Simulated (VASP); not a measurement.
Input of a VASP 6.6.1 run:

INCAR

```
SYSTEM = TaGe3Pd2
  PREC = Accurate
  ENCUT = 520
  EDIFF = 1E-6
  ISMEAR = 0
  SIGMA = 0.1
  LREAL = .False.
  LASPH = .True.
  NELM = 60
  ALGO = Normal
  ISIF = 2
  LWAVE = .False.
  LCHARG = .False.
  GGA = PE
  NBANDS = 46
```

KPOINTS

```
Automatic mesh
0
Gamma
  6 6 2
  0 0 0
```

File POSCAR:

```
TaGe3Pd2
1.0
    3.2040906300      0.0000000000      0.0000000000
    0.0000000000      3.2040906300      0.0000000000
    0.0000000000      0.0000000000      9.7008179000
Ta Ge Pd
1 3 2
Direct
    0.5000000000      0.5000000000      0.0000000000
    0.0000000000      0.0000000000      0.8390681100
    0.0000000000      0.0000000000      0.1609318900
    0.0000000000      0.0000000000      0.5000000000
    0.5000000000      0.5000000000      0.3248246900
    0.5000000000      0.5000000000      0.6751753100
```

Potentials or basis: VASP PAW PBE potentials, release 64 (Ta_pv, Ge_d, Pd).

Launch:

```console
$ cat potpaw_PBE.64/Ta_pv/POTCAR potpaw_PBE.64/Ge_d/POTCAR potpaw_PBE.64/Pd/POTCAR > POTCAR
$ mpirun -np 1 vasp_std > vasp.out
```

Problem. Predict the pressure.

Solution. -2.3 GPa.

Problem. What does it give for the band gap on the k mesh?

Solution. Zero (an odd number of electrons rules out a gap without spin polarisation).

Problem. What does it give for the largest force?

Solution. 0.273 eV/Å.

Stress tensor (GPa, compression positive):
```
-1.68  0.00  0.00
 0.00 -1.68  0.00
 0.00  0.00 -3.41
```

Caveat: spin-orbit coupling is left out, which moves the levels of the heavy elements.
